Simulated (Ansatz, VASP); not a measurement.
## Two plane-wave programs on SnTe

```
Sn Te
1.0
     0.00000    2.94939    2.94939
     2.94939    0.00000    2.94939
     2.94939    2.94939    0.00000
Sn Te
1 1
Direct
  0.00000 0.00000 0.00000
  0.50000 0.50000 0.50000
```

Change from the starting cell: volume scaled by 0.78, to set the pressure.

Alike in both runs: task single point; functional PBE; k mesh 13 × 13 × 13; occupations fermi-dirac, width 0.1 eV; no spin polarisation.

|  | VASP | Ansatz |
| --- | --- | --- |
| version | VASP 6.6.1 | Ansatz 0.2.0 |
| potentials or method | VASP PAW PBE potentials, release 64 (Sn_d, Te) | PAW with Ansatz's default frozen-core files, scalar-relativistic |
| plane-wave cutoff (eV) | 520 | 420 |
| valence electrons in the cell | 20 | 30 |

|  | VASP | Ansatz | Ansatz less VASP |
| --- | --- | --- | --- |
| pressure (GPa) | 17.4 | 17.3 | 0.00 |

The functional is the same, so the differences come from potentials, cutoffs and numerics. VASP's potentials hold 20 valence electrons a cell and Ansatz's 30, so a difference there can come from the potentials and not from the codes.

Neither program's run includes spin-orbit coupling.
